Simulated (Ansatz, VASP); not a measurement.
## Two plane-wave programs on As

Contents of INCAR:

```
  ALGO = Normal
  EDIFF = 1E-7
  ENCUT = 520
  GGA = PS
  ISIF = 2
  ISMEAR = -1
  LASPH = T
  LCHARG = F
  LREAL = F
  LWAVE = F
  NBANDS = 18
  NELM = 80
  PREC = Accurate
  SIGMA = 0.05
```

The input KPOINTS:

```
k-points
0
Gamma
  7 7 5
```

File POSCAR:

```
As
1.0
    1.7885000000     -5.3900000000      0.0000000000
    1.7885000000      5.3900000000      0.0000000000
    0.0000000000      0.0000000000      4.4700000000
As
4
Direct
    0.3900000000      0.6100000000      0.5600000000
    0.8900000000      0.1100000000      0.9400000000
    0.6100000000      0.3900000000      0.4400000000
    0.1100000000      0.8900000000      0.0600000000
```

Contents of input.yaml:

```yaml
crystal:
  lattice:
    - [1.7885, -5.39, 0.0]
    - [1.7885, 5.39, 0.0]
    - [0.0, 0.0, 4.47]
  atoms:
    - { symbol: As, position: [0.39, 0.61, 0.56] }
    - { symbol: As, position: [0.89, 0.11, 0.94] }
    - { symbol: As, position: [0.61, 0.39, 0.44] }
    - { symbol: As, position: [0.11, 0.89, 0.06] }
hamiltonian:
  xc: pbesol
  pseudopotentials: { kind: paw }
kpoints:
  mp_grid: { grid: [7, 7, 5] }
  band_path:
    path:
      - [[0.0, 0.0, 0.0], [0.2775258264, 0.2775258264, 0.0], [0.0, 0.5, 0.0], [0.0, 0.5, 0.5], [0.2775258264, 0.2775258264, 0.5], [0.0, 0.0, 0.5], [0.0, 0.0, 0.0], [-0.5, 0.5, 0.0], [-0.2775258264, 0.7224741736, 0.0], [-0.2775258264, 0.7224741736, 0.5], [-0.5, 0.5, 0.5], [-0.5, 0.5, 0.0]]
      - [[0.0, 0.0, 0.5], [-0.5, 0.5, 0.5]]
    npoints: 14
scf:
  occupations: { method: fermi_dirac, width: 0.05 }
  n_extra_bands: 10
output:
  forces: true
  stress: true
  eigenvalues: true
  fatbands: false
  write_density: true
  write_potential: true
  elf: true
  volumetric_format: npy
```

Alike in both runs: functional PBEsol; k mesh 7 × 7 × 5; occupations fermi-dirac, width 0.05 eV; no spin polarisation.

|  | VASP | Ansatz |
| --- | --- | --- |
| version | VASP 6.6.1 | Ansatz 0.2.0 |
| potentials or method | VASP PAW PBE potentials, release 64 (As) | Ansatz PAW |
| plane-wave cutoff (eV) | 520 | 420 |
| valence electrons in the cell | 20 | 60 |
| task | single point | band structure |

```csv
,VASP,Ansatz,Ansatz less VASP
gap on the k mesh at the Fermi level (eV),none,none,-
pressure (GPa),3.4,2.8,-0.51
"traceless stress, the component that is largest in VASP (GPa)",-2.29,-2.25,+0.035
rms of the force components (eV/Å),0.274,0.235,-0.0383
```

VASP's potentials were made for PBE, not for PBEsol. Atom by atom the forces differ by 0.052 eV/Å (rms over components). A gap of «none» marks a metal or a gap that the smearing closes. VASP's potentials hold 20 valence electrons a cell and Ansatz's 60, so a difference there can come from the potentials and not from the codes.
